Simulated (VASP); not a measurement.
Crystal: In2S.

```
In S
1.0
     3.80951    0.00000    0.00000
    -1.90475    3.29913    0.00000
     0.00000    0.00000    8.77988
In S
2 1
Direct
  0.33333 0.66667 0.79240
  0.33333 0.66667 0.20760
  0.00000 0.00000 0.00000
```

The cell was built from a structure type or drawn by symmetry, and may not be a known phase.

- Program: VASP 6.6.1
- Task: relaxation of cell and atoms
- Functional: PBE
- Potentials or basis: VASP PAW PBE potentials, release 64 (In_d, S)
- Cutoff: 600 eV
- k mesh: 12 × 12 × 4
- Occupations: gaussian, width 0.02 eV
- Spin: no spin polarisation

At the start: pressure -0.0 GPa; volume 36.78 Å³/atom.

Q: How do energy, volume and symmetry change on relaxing?

A: Over 28 steps the energy falls by 2.0 meV/atom and the volume is 34.02 Å³/atom (-7.5 %); space group P-6m2 (No. 187, to 0.1 Å) before and after.

The path:
| step | energy change (eV) | largest force (eV/Å) | pressure (GPa) | volume (Å³) |
| --- | --- | --- | --- | --- |
| 1 | 0.0000 | 0.0098 | -0.04 | 110.35 |
| 2 | 0.0000 | 0.0186 | -0.01 | 110.20 |
| 3 | -0.0001 | 0.0326 | 0.03 | 109.98 |
| 4 | -0.0001 | 0.0326 | 0.03 | 109.94 |
| 5 | -0.0002 | 0.0328 | 0.04 | 109.82 |
| 6 | -0.0003 | 0.0330 | 0.04 | 109.60 |
| 7 | -0.0006 | 0.0341 | 0.06 | 109.14 |
| 8 | -0.0012 | 0.0379 | 0.08 | 108.23 |
| 9 | -0.0022 | 0.0463 | 0.15 | 106.42 |
| 10 | -0.0035 | 0.0702 | 0.31 | 102.82 |
| 11 | 0.0026 | 0.1397 | 0.84 | 95.75 |
| 12 | -0.0025 | 0.1141 | 0.48 | 101.79 |
| 13 | -0.0026 | 0.1134 | 0.47 | 101.76 |
| 14 | -0.0027 | 0.1110 | 0.47 | 101.67 |
| 15 | -0.0029 | 0.1061 | 0.46 | 101.49 |
| 16 | -0.0032 | 0.0966 | 0.44 | 101.13 |
| 17 | -0.0038 | 0.0778 | 0.42 | 100.41 |
| 18 | -0.0040 | 0.0414 | 0.37 | 98.96 |
| 19 | -0.0041 | 0.0496 | 0.37 | 99.27 |
| 20 | -0.0044 | 0.0440 | 0.34 | 99.47 |
| 21 | -0.0050 | 0.0275 | 0.25 | 100.09 |
| 22 | -0.0057 | 0.0041 | 0.07 | 101.34 |
| 23 | -0.0058 | 0.0132 | 0.02 | 101.69 |
| 24 | -0.0059 | 0.0092 | 0.03 | 101.73 |
| 25 | -0.0060 | 0.0023 | 0.03 | 101.84 |
| 26 | -0.0060 | 0.0251 | 0.05 | 102.05 |
| 27 | -0.0060 | 0.0150 | 0.04 | 101.96 |
| 28 | -0.0061 | 0.0081 | 0.01 | 102.07 |

Final structure:
```xyz
3
Lattice="3.8092 0.0000 0.0000 -1.9046 3.2989 0.0000 0.0000 0.0000 8.1230" Properties=species:S:1:pos:R:3 pbc="T T T"
In    0.0000    2.1992    6.3009
In    0.0000    2.1992    1.8222
S     0.0000    0.0000    8.1230
```
